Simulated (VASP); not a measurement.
# KSrCl3 (Pm-3m) in VASP: notebook, part 2 of 2

VASP 6.6.1. Earlier steps stand in the parts before.

### 3 Single point, PBE (volume changed by -3%)

Input file INCAR:

```
PREC = Accurate
ENCUT = 520
EDIFF = 1E-7
ISMEAR = 0
SIGMA = 0.01
LREAL = False
LASPH = True
NELM = 80
ALGO = Normal
ISIF = 2
LWAVE = False
LCHARG = True
GGA = PE
LELF = True
LVHAR = True
NBANDS = 28
```

Input file KPOINTS:

```
regular mesh
0
Gamma
  4 4 4
```

Input file POSCAR:

```
KSrCl3
1.0
    5.6173747186      0.0000000000      0.0000000000
    0.0000000000      5.6173747186      0.0000000000
    0.0000000000      0.0000000000      5.6173747186
K Sr Cl
1 1 3
Direct
    0.0000000000      0.0000000000      0.0000000000
    0.5000000000      0.5000000000      0.5000000000
    0.5000000000      0.5000000000      0.0000000000
    0.5000000000      0.0000000000      0.5000000000
    0.0000000000      0.5000000000      0.5000000000
```

Potentials or basis: VASP PAW PBE potentials, release 64 (K_sv, Sr_sv, Cl).

Run with:

```bash
$ cat potpaw_PBE.64/K_sv/POTCAR potpaw_PBE.64/Sr_sv/POTCAR potpaw_PBE.64/Cl/POTCAR > POTCAR
$ mpirun -np 1 vasp_std > vasp.out
```

OUTCAR:

```text
PREC = Accurate
   ENCUT = 520
   EDIFF = 1E-7
   ISMEAR = 0
   LREAL = False
   LASPH = True
   NELM = 80
   ISIF = 2
   GGA = PE

 ion  position               nearest neighbor table
   1  0.000  0.000  0.000-
   2  0.500  0.500  0.500-   3 2.81   4 2.81   5 2.81   3 2.81   4 2.81   5 2.81
   3  0.500  0.500  0.000-   2 2.81   2 2.81
   4  0.500  0.000  0.500-   2 2.81   2 2.81
   5  0.000  0.500  0.500-   2 2.81   2 2.81

  LATTYP: Found a simple cubic cell.
 ALAT       =     5.6173747186

  Lattice vectors:

 A1 = (   5.6173747186,   0.0000000000,   0.0000000000)
 A2 = (   0.0000000000,   5.6173747186,   0.0000000000)
 A3 = (   0.0000000000,   0.0000000000,   5.6173747186)

Analysis of symmetry for initial positions (statically):
=====================================================================
 Subroutine PRICEL returns:
 Original cell was already a primitive cell.

[... 157 lines left out ...]
  free energy    TOTEN  =       -19.16293605 eV

  energy without entropy =      -19.16293605  energy(sigma->0) =      -19.16293605

 E-fermi :  -1.4987     XC(G=0):  -7.1734

 val. band max:       -1.6362523993   @ k =   0.5000   0.5000   0.5000
 cond. band min:       2.8672454624   @ k =   0.0000   0.0000   0.0000
 fundamental gap:      4.5034978617
 Fermi energy:        -1.4986551199

 k-point     1 :       0.0000    0.0000    0.0000
  band No.  band energies     occupation
      1     -33.7064      2.00000
      2     -30.3074      2.00000
      3     -15.8480      2.00000
      4     -15.8480      2.00000
      5     -15.8480      2.00000
      6     -14.2156      2.00000
[... 299 lines left out ...]
     27       6.8672      0.00000
     28       7.6077      0.00000

------------------------ aborting loop because EDIFF is reached ----------------------------------------

  FORCE on cell =-STRESS in cart. coord.  units (eV):
  Direction    XX          YY          ZZ          XY          YZ          ZX
  --------------------------------------------------------------------------------------
  -------------------------------------------------------------------------------------
  Total        0.8454399      0.8454399      0.8454399      0.0000000      0.0000000      0.0000000
  in kB        7.6417554      7.6417554      7.6417554      0.0000000      0.0000000      0.0000000
  external PRESSURE =       7.6417554 kB  Pullay stress =       0.0000000 kB

 VOLUME and BASIS-vectors are now :
 -----------------------------------------------------------------------------
  energy-cutoff  :      520.00
  volume of cell :      177.26
      direct lattice vectors                 reciprocal lattice vectors
     5.617374719  0.000000000  0.000000000     0.178019101  0.000000000  0.000000000
     0.000000000  5.617374719  0.000000000     0.000000000  0.178019101  0.000000000
     0.000000000  0.000000000  5.617374719     0.000000000  0.000000000  0.178019101

 POSITION                                       TOTAL-FORCE (eV/Angst)
 -----------------------------------------------------------------------------------
      0.00000      0.00000      0.00000         0.000000      0.000000      0.000000
      2.80869      2.80869      2.80869         0.000000      0.000000      0.000000
      2.80869      2.80869      0.00000         0.000000      0.000000      0.000000
      2.80869      0.00000      2.80869         0.000000      0.000000      0.000000
      0.00000      2.80869      2.80869         0.000000      0.000000      0.000000
 -----------------------------------------------------------------------------------
    total drift:                                0.000000     -0.000000     -0.000000

  FREE ENERGIE OF THE ION-ELECTRON SYSTEM (eV)
  ---------------------------------------------------
  free  energy   TOTEN  =       -19.1629360504 eV

  energy  without entropy=      -19.1629360504  energy(sigma->0) =      -19.16293605
```

OSZICAR:

```text
N       E                     dE             d eps       ncg     rms          rms(c)
DAV:   1     0.292034737936E+03    0.29203E+03   -0.17906E+04   560   0.124E+03
DAV:   2     0.625044036529E+01   -0.28578E+03   -0.27953E+03   708   0.284E+02
DAV:   3    -0.192609174294E+02   -0.25511E+02   -0.25434E+02   816   0.793E+01
DAV:   4    -0.200238397820E+02   -0.76292E+00   -0.76146E+00   900   0.123E+01
DAV:   5    -0.200483798290E+02   -0.24540E-01   -0.24538E-01   812   0.151E+00    0.189E+01
DAV:   6    -0.193013558554E+02    0.74702E+00   -0.14039E+00   692   0.462E+00    0.121E+01
DAV:   7    -0.191840730053E+02    0.11728E+00   -0.88790E-01   808   0.395E+00    0.215E+00
DAV:   8    -0.191649221062E+02    0.19151E-01   -0.11626E-01   744   0.153E+00    0.442E-01
DAV:   9    -0.191636367551E+02    0.12854E-02   -0.66051E-03   800   0.454E-01    0.188E-01
DAV:  10    -0.191627935213E+02    0.84323E-03   -0.49444E-03   764   0.474E-01    0.105E-01
DAV:  11    -0.191629088892E+02   -0.11537E-03   -0.96729E-04   844   0.145E-01    0.481E-02
DAV:  12    -0.191629293425E+02   -0.20453E-04   -0.32349E-05   748   0.355E-02    0.184E-02
DAV:  13    -0.191629353495E+02   -0.60071E-05   -0.75294E-06   760   0.165E-02    0.526E-03
DAV:  14    -0.191629360372E+02   -0.68764E-06   -0.10181E-06   836   0.595E-03    0.299E-03
DAV:  15    -0.191629360504E+02   -0.13255E-07   -0.11954E-07   604   0.184E-03
   1 F= -.19162936E+02 E0= -.19162936E+02  d E =-.157530E-85
```

stdout:

```text
POSCAR found type information on POSCAR K SrCl
 POSCAR found :  3 types and       5 ions
 scaLAPACK will be used
 LDA part: xc-table for (Slater+PW92), standard interpolation
 POSCAR, INCAR and KPOINTS ok, starting setup
 FFT: planning ... GRIDC
 FFT: planning ... GRID_SOFT
 FFT: planning ... GRID
 WAVECAR not read
 entering main loop
```

Wall time 80 s (1 thread of Intel Xeon Platinum 8375C at 2.90GHz (Ice Lake), shared host); peak memory 0.27 GiB.

What came out:

| Quantity | Value |
| --- | --- |
| Free energy | -19.1629 eV |
| Pressure | 0.8 GPa |
| Band gap on the k mesh | 4.50 eV, indirect (least direct gap 4.71 eV) |

Caveat: the cell differs from its parent crystal (volume changed by -3%). A k mesh can miss the band edges.

### 4 Single point, PBE

This run uses another cell than the first one, of 35.81 Å³/atom, 1.042 times its volume.

Input file INCAR:

```
SYSTEM = KSrCl3
ALGO = Normal
EDIFF = 1E-6
ENCUT = 520
GGA = PE
ISIF = 2
ISMEAR = 0
LASPH = .TRUE.
LCHARG = .FALSE.
LREAL = .FALSE.
LWAVE = .FALSE.
NBANDS = 28
NELM = 60
PREC = Accurate
SIGMA = 0.01
```

Input file KPOINTS:

```
k-points
0
G
  4 4 4
  0 0 0
```

Changes to POSCAR since step 3:

```diff
@@ -2,5 +2,5 @@
 1.0
-    5.6173747186      0.0000000000      0.0000000000
-    0.0000000000      5.6173747186      0.0000000000
-    0.0000000000      0.0000000000      5.6173747186
+    5.6362001666      0.0000000000      0.0000000000
+    0.0000000000      5.6362001666      0.0000000000
+    0.0000000000      0.0000000000      5.6362001666
 K Sr Cl
```

Run with:

```bash
$ cat potpaw_PBE.64/K_sv/POTCAR potpaw_PBE.64/Sr_sv/POTCAR potpaw_PBE.64/Cl/POTCAR > POTCAR
$ mpirun -np 1 vasp_std > vasp.out
```

It took 61 s on 1 thread of Intel Xeon Platinum 8375C at 2.90GHz (Ice Lake), shared host; peak memory 0.26 GiB.

It converged, with:

```yaml
Free_energy: -19.1706 eV
Pressure: 0.5 GPa
Band_gap_on_the_k_mesh: 4.48 eV, indirect (least direct gap 4.69 eV)
```

Levels at points of the mesh, in eV from the valence-band top:
```
           k point  band 16  band 17  band 18  band 19  band 20  band 21  band 22  band 23  band 24  band 25
(0.00, 0.00, 0.00)    -0.41    -0.41    -0.21    -0.21    -0.21     4.48     6.10     6.10     6.10     7.01
(0.50, 0.00, 0.00)    -0.67    -0.67    -0.51    -0.28    -0.28     6.06     6.33     6.38     7.26     7.26
(0.50, 0.50, 0.00)    -0.68    -0.64    -0.63    -0.63    -0.01     6.76     7.35     7.35     7.59     7.59
(0.50, 0.50, 0.50)    -1.31    -1.31     0.00     0.00     0.00     6.07     7.31     7.31     7.31     8.45
```

### 5 Summary

```tsv
cell	gap on the mesh (eV)	pressure (GPa)
a = 5.559 Å, 5 atoms	4.57	1.6
a = 5.617 Å, 5 atoms	4.50	0.8
a = 5.636 Å, 5 atoms	4.48	0.5
```

Alike in all rows: task single point; level PBE; potentials or basis VASP PAW PBE potentials, release 64 (K_sv, Sr_sv, Cl); no spin polarisation; k mesh 4 × 4 × 4; cutoff (eV) 520; smearing gaussian 0.01 eV.

Absolute energies hang on the potentials; compare differences alone.
